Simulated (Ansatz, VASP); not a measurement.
**GaO3 in VASP and in Ansatz**

```
Ga O
1.0
     3.30666    0.00000    0.00000
    -1.65333    2.86365    0.00000
     0.00000    0.00000    5.51176
Ga O
1 3
Direct
  0.00000 0.00000 0.50000
  0.33333 0.66667 0.62664
  0.66667 0.33333 0.37336
  0.00000 0.00000 0.00000
```

Alike in both runs: task single point; functional PBE; k mesh 6 × 6 × 4; occupations gaussian, width 0.1 eV; collinear spin.

```csv
,VASP,Ansatz
version,VASP 6.6.1,Ansatz 0.2.0
potentials or method,"VASP PAW PBE potentials, release 64 (Ga_d, O), cutoff 520 eV","scalar-relativistic, plane waves, PAW"
valence electrons in the cell,31,31
```

```csv
,VASP,Ansatz,Ansatz less VASP
gap on the k mesh at the Fermi level (eV),none,none,-
pressure (GPa),-3.4,-3.8,-0.40
"traceless stress, the component that is largest in VASP (GPa)",3.37,3.79,+0.427
rms of the force components (eV/Å),0.711,0.692,-0.0192
net moment per atom (μB),0.75,0.75,0.000
size of the moment on the site where the two differ most (μB),1.50,1.79,+0.288
```

Site moments also hang on the region over which each program counts them. Atom by atom the forces differ by 0.019 eV/Å (rms over components). A gap of «none» marks a metal or a gap that the smearing closes. With one functional, cell and mesh, what is left measures potentials, basis and numerics.

The k mesh is coarse, so the values compare programs but aren't converged.
